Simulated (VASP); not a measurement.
A run of VASP 6.6.1:

The input INCAR:

```
SYSTEM = Li2S
  PREC = Accurate
  ENCUT = 750
  EDIFF = 1E-6
  ISMEAR = 0
  SIGMA = 0.01
  LREAL = .False.
  LASPH = .True.
  NELM = 120
  ALGO = Normal
  ISIF = 2
  LWAVE = .False.
  LCHARG = .False.
  GGA = CA
  NBANDS = 13
  GGA_COMPAT = .False.
```

The input KPOINTS:

```
regular mesh
0
Gamma
  4 4 4
  0 0 0
```

Contents of POSCAR:

```
Li2S
1.0
    0.0000000000      2.8452943747      2.8452943747
    2.8452943747      0.0000000000      2.8452943747
    2.8452943747      2.8452943747      0.0000000000
Li S
2 1
Direct
    0.2500000000      0.2500000000      0.2500000000
    0.7500000000      0.7500000000      0.7500000000
    0.0000000000      0.0000000000      0.0000000000
```

Potentials or basis: VASP PAW LDA potentials, release 64 (Li_sv, S).

Command:

```sh
$ cat potpaw_LDA.64/Li_sv/POTCAR potpaw_LDA.64/S/POTCAR > POTCAR
$ mpirun -np 1 vasp_std > vasp.out
```

Hardware: 1 thread of Intel(R) Xeon(R) Platinum 8488C (Sapphire Rapids), on a shared host.

**Question.** How long does it take, and how much memory?

**Answer.** Wall time 7 s on 1 thread of Intel(R) Xeon(R) Platinum 8488C (Sapphire Rapids), with other jobs on the host, peak memory 0.16 GiB. Counts: scf iterations 12, k points 8.
